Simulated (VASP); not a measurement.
BN: single point with LDA

Crystal: BN.

```xyz
2
Lattice="0.0000 1.7918 1.7918 1.7918 0.0000 1.7918 1.7918 1.7918 0.0000" Properties=species:S:1:pos:R:3 pbc="T T T"
B     0.0000    0.0000    0.0000
N     2.6876    2.6876    2.6876
```

```
Program                : VASP 6.6.1
Task                   : single point
Functional             : LDA
Potentials or basis    : VASP PAW LDA potentials, release 64 (B_h, N_h)
Cutoff                 : 1330 eV
k mesh                 : 12 × 12 × 12
Occupations            : gaussian, width 0.01 eV
Spin                   : no spin polarisation
Dipole correction      : no
Further INCAR settings : ALGO = Normal; EDIFF = 1e-06; NBANDS = 11
```

```json
{
  "Pressure": "-0.3 GPa",
  "Band gap on the k mesh": "4.38 eV (least direct gap 8.81 eV)"
}
```

Levels at points of the mesh, in eV from the valence-band top:
```csv
k point,band 1,band 2,band 3,band 4,band 5,band 6,band 7,band 8,band 9
"(0.00, 0.00, 0.00)",-20.37,0.00,0.00,0.00,8.81,8.81,8.81,10.87,24.99
"(0.50, 0.00, 0.00)",-15.96,-10.96,-2.00,-2.00,10.56,10.71,10.71,15.28,23.46
"(0.50, 0.50, 0.00)",-14.55,-9.06,-5.06,-5.06,4.38,9.30,18.10,18.10,20.96
```

It took 15 s on 1 thread of Intel(R) Xeon(R) Platinum 8488C (Sapphire Rapids) (shared host), peak memory 0.16 GiB.

A k mesh can miss the band edges.
